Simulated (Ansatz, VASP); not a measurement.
## KYSe2: VASP beside Ansatz

Contents of POSCAR:

```
KYSe2
1.0
    4.3197464731      0.0000000000      0.0000000000
    0.0000000000      4.3197464731      0.0000000000
    0.0000000000      0.0000000000      5.7779046755
K Se Y
1 2 1
Direct
    0.0000000000      0.0000000000      0.0000000000
    0.0000000000      0.0000000000      0.5000000000
    0.5000000000      0.5000000000      0.0000000000
    0.5000000000      0.5000000000      0.5000000000
```

File INCAR.step1:

```
  ALGO = Normal
  EDIFF = 1E-4
  ENCUT = 520
  GGA = PE
  ISMEAR = 0
  LASPH = T
  LCHARG = F
  LREAL = F
  LWAVE = T
  NBANDS = 24
  NELM = 80
  PREC = Accurate
  SIGMA = 0.01
```

INCAR.step2

```
  ALGO = Normal
  EDIFF = 1E-6
  ENCUT = 520
  ISIF = 2
  ISMEAR = 0
  ISTART = 1
  LASPH = T
  LCHARG = F
  LMIXTAU = T
  LREAL = F
  LWAVE = F
  METAGGA = R2SCAN
  NBANDS = 24
  NELM = 80
  PREC = Accurate
  SIGMA = 0.01
```

The input KPOINTS:

```
k-points
0
Gamma
  6 6 4
```

Input for Ansatz:

```yaml
crystal:
  lattice:
    - [4.3197464731, 0.0, 0.0]
    - [0.0, 4.3197464731, 0.0]
    - [0.0, 0.0, 5.7779046755]
  atoms:
    - { symbol: K, position: [0.0, 0.0, 0.0] }
    - { symbol: Se, position: [0.0, 0.0, 0.5] }
    - { symbol: "Y", position: [0.5, 0.5, 0.5] }
    - { symbol: Se, position: [0.5, 0.5, 0.0] }
kpoints:
  mp_grid: { grid: [6, 6, 4] }
  band_path:
    path:
      - [0.0, 0.0, 0.0]
      - [0.0, 0.5, 0.0]
      - [0.5, 0.5, 0.0]
      - [0.0, 0.0, 0.5]
      - [0.0, 0.5, 0.5]
      - [0.5, 0.5, 0.5]
    npoints: 1
hamiltonian:
  xc: r2scan
scf:
  occupations: { method: fixed }
  n_extra_bands: 5
output:
  forces: true
  stress: true
  eigenvalues: true
  write_density: true
  write_potential: true
  elf: true
  volumetric_format: npy
```

Change from the starting cell: uniaxial_z strain -1.5%.

Alike in both runs: task single point; functional r2SCAN; k mesh 6 × 6 × 4; no spin polarisation.

|  | VASP | Ansatz |
| --- | --- | --- |
| version | VASP 6.6.1 | Ansatz 0.2.0 |
| potentials or method | VASP PAW PBE potentials, release 64 (K_sv, Se, Y_sv) | plane waves, PAW |
| plane-wave cutoff (eV) | 520 | 500 |
| occupations | gaussian, width 0.01 eV | fixed |
| valence electrons in the cell | 32 | 52 |

```tsv
	VASP	Ansatz	Ansatz less VASP
gap on the k mesh at the Fermi level (eV)	0.60	0.59	-0.008
pressure (GPa)	1.2	1.1	-0.10
```

VASP's potentials were made for PBE, not for r2SCAN. VASP's potentials hold 32 valence electrons a cell and Ansatz's 52, so a difference there can come from the potentials and not from the codes.
